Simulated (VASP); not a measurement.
AlAu2: single point with LDA

The system is AlAu2.

```xyz
3
Lattice="-1.6027 1.6027 4.0979 1.6027 -1.6027 4.0979 1.6027 1.6027 -4.0979" Properties=species:S:1:pos:R:3 pbc="T T T"
Al    0.0000    0.0000    0.0000
Au    0.0000    0.0000    5.3849
Au    0.0000    0.0000    2.8108
```

```json
{
 "Program": "VASP 6.6.1",
 "Task": "single point",
 "Functional": "LDA",
 "Potentials or basis": "VASP PAW LDA potentials, release 64 (Al, Au)",
 "Cutoff": "520 eV",
 "k mesh": "16 × 16 × 16",
 "Occupations": "gaussian, width 0.15 eV",
 "Spin": "no spin polarisation",
 "Dipole correction": "no",
 "Further INCAR settings": "ALGO = Fast; EDIFF = 1e-07; NBANDS = 20"
}
```

| Property | Result |
| --- | --- |
| Pressure | 27.9 GPa |
| Largest force | 0.561 eV/Å |
| Band gap on the k mesh | zero (an odd number of electrons rules out a gap without spin polarisation) |

Forces in eV/Å, atoms in the order of the input:
```
Al   0.000  0.000  0.000
Au   0.000  0.000  0.561
Au   0.000  0.000 -0.561
```

Stress tensor (GPa, compression positive):
```
24.62  0.00  0.00
 0.00 24.62  0.00
 0.00  0.00 34.36
```

Levels at points of the mesh, in eV from the Fermi level:
```tsv
k point	band 9	band 10	band 11	band 12	band 13	band 14	band 15	band 16
(0.00, 0.00, 0.00)	-5.46	-5.46	-3.76	-1.06	2.08	6.60	6.60	6.93
(0.50, 0.00, 0.00)	-4.48	-3.54	-3.53	-3.32	-2.53	2.62	8.05	8.22
(0.50, 0.50, 0.00)	-3.88	-3.70	-3.60	-1.46	0.61	1.79	2.51	2.79
(0.50, 0.50, 0.50)	-4.11	-3.76	-3.76	-2.84	2.59	2.59	7.25	7.62
```

Wall time 12 min on 1 thread of Intel(R) Xeon(R) Platinum 8375C CPU @ 2.90GHz (Ice Lake), on a shared host, peak memory 0.39 GiB.

Caveat: the cell stands under pressure; spin-orbit coupling is left out, which moves the levels of the heavy elements.
